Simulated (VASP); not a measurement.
# ScAl3 in VASP: further runs

Runs on ScAl3. Level: PBE. Tasks: single point.

Everything below comes from runs of VASP 6.6.1. Logs are shortened: lines on timing, memory, paths and dates and some standing lists are left out, and cuts for length are marked.

**1. The cell of the first run**

It takes space group Pm-3m (No. 221, cubic). The conventional cell has a = 4.168 Å, b = 4.168 Å, c = 4.168 Å, α = 90.00°, β = 90.00°, γ = 90.00°. Sc (site symmetry m-3m) has 12 Al at 2.95 Å within 3.9 Å. Within 3.9 Å of Al (site symmetry 4/mmm) lie 4 Sc at 2.95 Å and 8 Al at 2.95 Å.

**2. Single point, PBE**

INCAR reads:

```
SYSTEM = ScAl3
  ALGO = Normal
  EDIFF = 1E-7
  ENCUT = 520
  GGA = PE
  ISIF = 2
  ISMEAR = -1
  LASPH = .TRUE.
  LCHARG = .FALSE.
  LREAL = .FALSE.
  LWAVE = .FALSE.
  NBANDS = 18
  NELM = 100
  PREC = Accurate
  SIGMA = 0.05
```

KPOINTS reads:

```
k-points
0
G
  7 7 7
  0 0 0
```

POSCAR reads:

```
ScAl3
1.0
    4.1679799944      0.0000000000      0.0000000000
    0.0000000000      4.1679799944      0.0000000000
    0.0000000000      0.0000000000      4.1679799944
Sc Al
1 3
Direct
    0.0000000000      0.0000000000      0.0000000000
    0.5000000000      0.5000000000      0.0000000000
    0.0000000000      0.5000000000      0.5000000000
    0.5000000000      0.0000000000      0.5000000000
```

Potentials or basis: VASP PAW PBE potentials, release 64 (Sc_sv, Al).

Launch:

```console
$ cat potpaw_PBE.64/Sc_sv/POTCAR potpaw_PBE.64/Al/POTCAR > POTCAR
$ mpirun -np 1 vasp_std > vasp.out
```

OUTCAR:

```text
SYSTEM = ScAl3
   EDIFF = 1E-7
   ENCUT = 520
   GGA = PE
   ISIF = 2
   ISMEAR = -1
   LASPH = .TRUE.
   LREAL = .FALSE.
   NELM = 100
   PREC = Accurate

 ion  position               nearest neighbor table
   1  0.000  0.000  0.000-   2 2.95   3 2.95   4 2.95   3 2.95   4 2.95   2 2.95   3 2.95   3 2.95
                             2 2.95   4 2.95   4 2.95   2 2.95
   2  0.500  0.500  0.000-   1 2.95   3 2.95   4 2.95   3 2.95   4 2.95   1 2.95   4 2.95   4 2.95
                             1 2.95   3 2.95   3 2.95   1 2.95
   3  0.000  0.500  0.500-   1 2.95   2 2.95   4 2.95   1 2.95   2 2.95   1 2.95   4 2.95   1 2.95
                             2 2.95   4 2.95   2 2.95   4 2.95
   4  0.500  0.000  0.500-   1 2.95   2 2.95   3 2.95   1 2.95   2 2.95   2 2.95   3 2.95   2 2.95
                             1 2.95   3 2.95   1 2.95   3 2.95

  LATTYP: Found a simple cubic cell.
 ALAT       =     4.1679799944

  Lattice vectors:

 A1 = (   4.1679799944,   0.0000000000,   0.0000000000)
 A2 = (   0.0000000000,   4.1679799944,   0.0000000000)
 A3 = (   0.0000000000,   0.0000000000,   4.1679799944)

Analysis of symmetry for initial positions (statically):
=====================================================================
 Subroutine PRICEL returns:
 Original cell was already a primitive cell.

 Routine SETGRP: Setting up the symmetry group for a
 simple cubic supercell.

 Subroutine GETGRP returns: Found 48 space group operations
 (whereof 48 operations were pure point group operations)
 out of a pool of 48 trial point group operations.

The static configuration has the point symmetry O_h .

Analysis of symmetry for dynamics (positions and initial velocities):
=====================================================================
 Subroutine PRICEL returns:
 Original cell was already a primitive cell.

 Routine SETGRP: Setting up the symmetry group for a
 simple cubic supercell.

 Subroutine GETGRP returns: Found 48 space group operations
 (whereof 48 operations were pure point group operations)
 out of a pool of 48 trial point group operations.

The dynamic configuration has the point symmetry O_h .

 Subroutine INISYM returns: Found 48 space group operations
 (whereof 48 operations are pure point group operations),
 and found     1 'primitive' translations

----------------------------------------------------------------------------------------

                                     Primitive cell

  volume of cell :      72.4064

  direct lattice vectors                    reciprocal lattice vectors
     4.167979994  0.000000000  0.000000000     0.239924376  0.000000000  0.000000000
     0.000000000  4.167979994  0.000000000     0.000000000  0.239924376  0.000000000
     0.000000000  0.000000000  4.167979994     0.000000000  0.000000000  0.239924376

  length of vectors
     4.167979994  4.167979994  4.167979994     0.239924376  0.239924376  0.239924376

  position of ions in fractional coordinates (direct lattice)
     0.000000000  0.000000000  0.000000000
     0.500000000  0.500000000  0.000000000
     0.000000000  0.500000000  0.500000000
     0.500000000  0.000000000  0.500000000

  ion indices of the primitive-cell ions
   primitive index   ion index
                 1           1
                 2           2
                 3           3
                 4           4

----------------------------------------------------------------------------------------

 KPOINTS: k-points

Automatic generation of k-mesh.
 Grid dimensions read from file:
 generate k-points for:    7    7    7

 Generating k-lattice:

  Cartesian coordinates                     Fractional coordinates (reciprocal lattice)
     0.034274911  0.000000000  0.000000000     0.142857143  0.000000000  0.000000000
     0.000000000  0.034274911  0.000000000     0.000000000  0.142857143  0.000000000
     0.000000000  0.000000000  0.034274911     0.000000000  0.000000000  0.142857143

  Length of vectors
     0.034274911  0.034274911  0.034274911

  Shift w.r.t. Gamma in fractional coordinates (k-lattice)
     0.000000000  0.000000000  0.000000000

 Subroutine IBZKPT returns following result:
 ===========================================

 Found     20 irreducible k-points:

 Following reciprocal coordinates:
            Coordinates               Weight
  0.000000  0.000000  0.000000      1.000000
  0.142857  0.000000  0.000000      6.000000
  0.285714  0.000000  0.000000      6.000000
  0.428571  0.000000  0.000000      6.000000
  0.142857  0.142857  0.000000     12.000000
  0.285714  0.142857  0.000000     24.000000
[... 12 lines left out ...]
  0.428571  0.428571  0.285714     24.000000
  0.428571  0.428571  0.428571      8.000000
   k-points           NKPTS =     20   k-points in BZ     NKDIM =     20   number of bands    NBANDS=     18
   number of dos      NEDOS =    301   number of ions     NIONS =      4
   total plane-waves  NPLWV =  32768
   dimension x,y,z NGX =    32 NGY =   32 NGZ =   32
   dimension x,y,z NGXF=    64 NGYF=   64 NGZF=   64
   ions per type =               1   3
   NGX,Y,Z   is equivalent  to a cutoff of  12.76, 12.76, 12.76 a.u.
   NGXF,Y,Z  is equivalent  to a cutoff of  25.53, 25.53, 25.53 a.u.
 SYSTEM =  ScAl3
   PREC   = accura    normal or accurate (medium, high low for compatibility)
   ISTART =      0    job   : 0-new  1-cont  2-samecut
   ICHARG =      2    charge: 1-file 2-atom 10-const
   ISPIN  =      1    spin polarized calculation?
   LNONCOLLINEAR =      F non collinear calculations
   LSORBIT =      F    spin-orbit coupling
   LASPH  =      T    aspherical Exc in radial PAW
   ENCUT  =  520.0 eV  38.22 Ry    6.18 a.u.   7.75  7.75  7.75*2*pi/ulx,y,z
   NELM   =    100;   NELMIN=  2; NELMDL= -5     # of ELM steps
   EDIFF  = 0.1E-06   stopping-criterion for ELM
   LREAL  =      F    real-space projection
   EDIFFG = 0.1E-05   stopping-criterion for IOM
   NSW    =      0    number of steps for IOM
   IBRION =     -1    ionic relax: 0-MD 1-quasi-New 2-CG
   NFREE  =      0    steps in history (QN), initial steepest desc. (CG)
   ISIF   =      2    stress and relaxation
   ISYM   =      2    0-nonsym 1-usesym 2-fastsym
   POTIM  = 0.5000    time-step for ionic-motion
   TEBEG  =    0.0;   TEEND  =   0.0 temperature during run
   PSTRESS=    0.0 pullay stress
   NELECT =      20.0000    total number of electrons
   NUPDOWN=      -1.0000    fix difference up-down
   EMIN   =  10.00;   EMAX   =-10.00  energy-range for DOS
   EFERMI =   0.00;   METHOD = LEGACY
   ISMEAR =    -1;   SIGMA  =   0.05  broadening in eV -4-tet -1-fermi 0-gaus
   EFERMI_NEDOS =   21; number of points for ismear=-14 and -15
   IALGO  =     38    algorithm
   IMIX   =      4    mixing-type and parameters
     AMIX     =   0.40;   BMIX     =  1.00
     AMIX_MAG =   1.60;   BMIX_MAG =  1.00
  volume/ion in A,a.u.               =      18.10       122.16
  Fermi-wavevector in a.u.,A,eV,Ry     =   1.066169  2.014766 15.465952  1.136715
  Thomas-Fermi vector in A             =   2.201744
   LORBIT       =      0    0 simple, 1 ext, 2 COOP (PROOUT), +10 PAW based schemes
   GGA     = PE    functional components
[... 5 lines left out ...]
 non-spin polarized calculation
  energy-cutoff  :      520.00
  volume of cell :       72.41
 maximum number of plane-waves:      1965
 NGX is ok and might be reduce to    32
   NGX = 15   NGY = 15   NGZ = 15

 number of electron      19.9999995 magnetization

 Free energy of the ion-electron system (eV)
  ---------------------------------------------------
  ext. energy  EPLUGINS =         0.00000000
  ---------------------------------------------------
  free energy    TOTEN  =       -19.26819416 eV

  energy without entropy =      -19.25461928  energy(sigma->0) =      -19.26140672

 E-fermi :   6.6809     XC(G=0): -10.1934

 val. band max:        6.6051263864   @ k =   0.4286   0.4286   0.1429
 cond. band min:       6.7026206604   @ k =   0.2857   0.0000   0.0000
 fundamental gap:      0.0974942740
 Fermi energy:         6.6808640240

 k-point     1 :       0.0000    0.0000    0.0000
  band No.  band energies     occupation
      1     -42.4282      2.00000
      2     -21.1104      2.00000
      3     -21.1104      2.00000
      4     -21.1104      2.00000
      5      -2.9667      2.00000
      6       4.1956      2.00000
[... 10 lines left out ...]
     17      11.7830      0.00000
     18      11.7830      0.00000

 k-point     2 :       0.1429    0.0000    0.0000
  band No.  band energies     occupation
      1     -42.4281      2.00000
      2     -21.1150      2.00000
      3     -21.1100      2.00000
      4     -21.1100      2.00000
      5      -2.7874      2.00000
      6       2.9564      2.00000
[... 10 lines left out ...]
     17      11.8471      0.00000
     18      11.8471      0.00000

 k-point     3 :       0.2857    0.0000    0.0000
  band No.  band energies     occupation
      1     -42.4277      2.00000
      2     -21.1253      2.00000
      3     -21.1092      2.00000
      4     -21.1092      2.00000
      5      -2.2610      2.00000
      6       1.3580      2.00000
[... 10 lines left out ...]
     17      11.2570      0.00000
     18      12.2808      0.00000

 k-point     4 :       0.4286    0.0000    0.0000
  band No.  band energies     occupation
      1     -42.4274      2.00000
      2     -21.1335      2.00000
      3     -21.1086      2.00000
      4     -21.1086      2.00000
      5      -1.4565      2.00000
      6      -0.0184      2.00000
[... 10 lines left out ...]
     17      10.6392      0.00000
     18      11.5659      0.00000

 k-point     5 :       0.1429    0.1429    0.0000
  band No.  band energies     occupation
      1     -42.4279      2.00000
      2     -21.1148      2.00000
      3     -21.1143      2.00000
      4     -21.1097      2.00000
      5      -2.6100      2.00000
      6       2.9338      2.00000
[... 10 lines left out ...]
     17      11.9183      0.00000
     18      12.0617      0.00000

 k-point     6 :       0.2857    0.1429    0.0000
  band No.  band energies     occupation
      1     -42.4275      2.00000
      2     -21.1247      2.00000
      3     -21.1136      2.00000
      4     -21.1088      2.00000
      5      -2.0899      2.00000
      6       1.5061      2.00000
[... 10 lines left out ...]
     17      11.0013      0.00000
     18      12.3107      0.00000

 k-point     7 :       0.4286    0.1429    0.0000
  band No.  band energies     occupation
      1     -42.4272      2.00000
      2     -21.1329      2.00000
      3     -21.1129      2.00000
      4     -21.1082      2.00000
      5      -1.2989      2.00000
      6       0.1493      2.00000
[... 10 lines left out ...]
     17      10.9221      0.00000
     18      12.0756      0.00000

 k-point     8 :       0.2857    0.2857    0.0000
  band No.  band energies     occupation
      1     -42.4271      2.00000
      2     -21.1239      2.00000
      3     -21.1232      2.00000
      4     -21.1081      2.00000
      5      -1.5891      2.00000
      6       1.8447      2.00000
[... 10 lines left out ...]
     17      10.9490      0.00000
     18      12.2813      0.00000
[... 145 lines left out ...]
     17      11.4878      0.00000
     18      12.1864      0.00000

 k-point    16 :       0.4286    0.4286    0.1429
  band No.  band energies     occupation
      1     -42.4264      2.00000
      2     -21.1299      2.00000
      3     -21.1298      2.00000
      4     -21.1109      2.00000
      5      -0.0060      2.00000
      6       1.3972      2.00000
[... 10 lines left out ...]
     17      10.8549      0.00000
     18      12.2923      0.00000

 k-point    17 :       0.2857    0.2857    0.2857
  band No.  band energies     occupation
      1     -42.4266      2.00000
      2     -21.1226      2.00000
      3     -21.1216      2.00000
      4     -21.1216      2.00000
      5      -0.9447      2.00000
      6       2.2838      2.00000
[... 10 lines left out ...]
     17      12.1143      0.00000
     18      12.4375      0.00000

 k-point    18 :       0.4286    0.2857    0.2857
  band No.  band energies     occupation
      1     -42.4263      2.00000
      2     -21.1296      2.00000
      3     -21.1213      2.00000
      4     -21.1207      2.00000
      5      -0.2299      2.00000
      6       1.2106      2.00000
[... 10 lines left out ...]
     17      11.4356      0.00000
     18      12.5916      0.00000

 k-point    19 :       0.4286    0.4286    0.2857
  band No.  band energies     occupation
      1     -42.4260      2.00000
      2     -21.1286      2.00000
      3     -21.1285      2.00000
      4     -21.1201      2.00000
      5       0.4512      2.00000
      6       1.6988      2.00000
[... 10 lines left out ...]
     17      10.7022      0.00000
     18      13.5954      0.00000

 k-point    20 :       0.4286    0.4286    0.4286
  band No.  band energies     occupation
      1     -42.4257      2.00000
      2     -21.1276      2.00000
      3     -21.1274      2.00000
      4     -21.1274      2.00000
      5       1.1499      2.00000
      6       2.0624      2.00000
[... 10 lines left out ...]
     17      10.5531      0.00000
     18      15.6898      0.00000

------------------------ aborting loop because EDIFF is reached ----------------------------------------

  FORCE on cell =-STRESS in cart. coord.  units (eV):
  Direction    XX          YY          ZZ          XY          YZ          ZX
  --------------------------------------------------------------------------------------
  -------------------------------------------------------------------------------------
  Total       -1.6450394     -1.6450394     -1.6450394      0.0000000      0.0000000      0.0000000
  in kB      -36.4007222    -36.4007222    -36.4007222      0.0000000      0.0000000      0.0000000
  external PRESSURE =     -36.4007222 kB  Pullay stress =       0.0000000 kB

 VOLUME and BASIS-vectors are now :
 -----------------------------------------------------------------------------
  energy-cutoff  :      520.00
  volume of cell :       72.41
      direct lattice vectors                 reciprocal lattice vectors
     4.167979994  0.000000000  0.000000000     0.239924376  0.000000000  0.000000000
     0.000000000  4.167979994  0.000000000     0.000000000  0.239924376  0.000000000
     0.000000000  0.000000000  4.167979994     0.000000000  0.000000000  0.239924376

 POSITION                                       TOTAL-FORCE (eV/Angst)
 -----------------------------------------------------------------------------------
      0.00000      0.00000      0.00000         0.000000      0.000000      0.000000
      2.08399      2.08399      0.00000         0.000000      0.000000      0.000000
      0.00000      2.08399      2.08399         0.000000      0.000000      0.000000
      2.08399      0.00000      2.08399         0.000000      0.000000      0.000000
 -----------------------------------------------------------------------------------
    total drift:                                0.000000      0.000000      0.000000

  FREE ENERGIE OF THE ION-ELECTRON SYSTEM (eV)
  ---------------------------------------------------
  free  energy   TOTEN  =       -19.2681941625 eV

  energy  without entropy=      -19.2546192818  energy(sigma->0) =      -19.26140672
```

It took 20 s on 1 thread of Intel Xeon Platinum 8488C (Sapphire Rapids), shared host; peak memory 0.18 GiB.

What came out:

```yaml
Free_energy: -19.2682 eV
Pressure: -3.6 GPa
Band_gap_on_the_k_mesh: zero (band 10 reaches 7.49 eV, above the bottom of band 11 at 4.16 eV)
```

Levels at points of the mesh, in eV from the Fermi level:
| k point | band 6 | band 7 | band 8 | band 9 | band 10 | band 11 | band 12 | band 13 | band 14 | band 15 |
| --- | --- | --- | --- | --- | --- | --- | --- | --- | --- | --- |
| (0.00, 0.00, 0.00) | -2.49 | -2.49 | -1.70 | -1.70 | -1.70 | 1.34 | 1.34 | 1.34 | 1.36 | 4.40 |

**3. Single point, PBE (atoms moved at random)**

INCAR reads:

```
SYSTEM = ScAl3
PREC = Accurate ; ENCUT = 520
EDIFF = 1E-6 ; ISMEAR = -1
SIGMA = 0.05 ; LREAL = .False.
LASPH = .True. ; NELM = 100
ALGO = Fast ; ISIF = 2
LWAVE = .False. ; LCHARG = .False.
GGA = PE ; NBANDS = 18
```

KPOINTS reads:

```
Automatic mesh
0
Gamma
  7 7 7
  0 0 0
```

POSCAR reads:

```
ScAl3
1.0
    4.0878065700      0.0000000000      0.0000000000
    0.0000000000      4.0878065700      0.0000000000
    0.0000000000      0.0000000000      4.0878065700
Sc Al
1 3
Direct
    0.0042950000     -0.0004760000     -0.0066160000
    0.4976340000      0.4988020000      0.0118430000
   -0.0127730000      0.5011080000      0.4991260000
    0.5001760000      0.0079810000      0.5018120000
```

Potentials or basis: VASP PAW PBE potentials, release 64 (Sc_sv, Al).

Launch:

```console
$ cat potpaw_PBE.64/Sc_sv/POTCAR potpaw_PBE.64/Al/POTCAR > POTCAR
$ mpirun -np 1 vasp_std > vasp.out
```

It took 3 min on 1 thread of Intel Xeon Platinum 8488C (Sapphire Rapids), shared host; peak memory 0.31 GiB.

The run converged. Its results:

```
Free energy            : -19.2800 eV
Pressure               : 1.3 GPa
Largest force          : 0.415 eV/Å
Band gap on the k mesh : zero (band 10 reaches 8.27 eV, above the bottom of band 11 at 4.61 eV)
```

Forces on the atoms (eV/Å):
```
Sc  -0.256  0.045  0.323
Al   0.039  0.087 -0.244
Al   0.244  0.025 -0.002
Al  -0.028 -0.157 -0.076
```

Stress tensor (GPa, compression positive):
```
 1.31  0.07  0.08
 0.07  1.28 -0.06
 0.08 -0.06  1.29
```

Levels at points of the mesh, in eV from the Fermi level:
```tsv
k point	band 6	band 7	band 8	band 9	band 10	band 11	band 12	band 13	band 14	band 15
(0.00, 0.00, 0.00)	-2.53	-2.53	-1.73	-1.72	-1.72	1.35	1.38	1.39	1.39	4.84
```

Caveat: the cell differs from its parent crystal (atoms moved at random).

(Continued in part 2 of 2.)
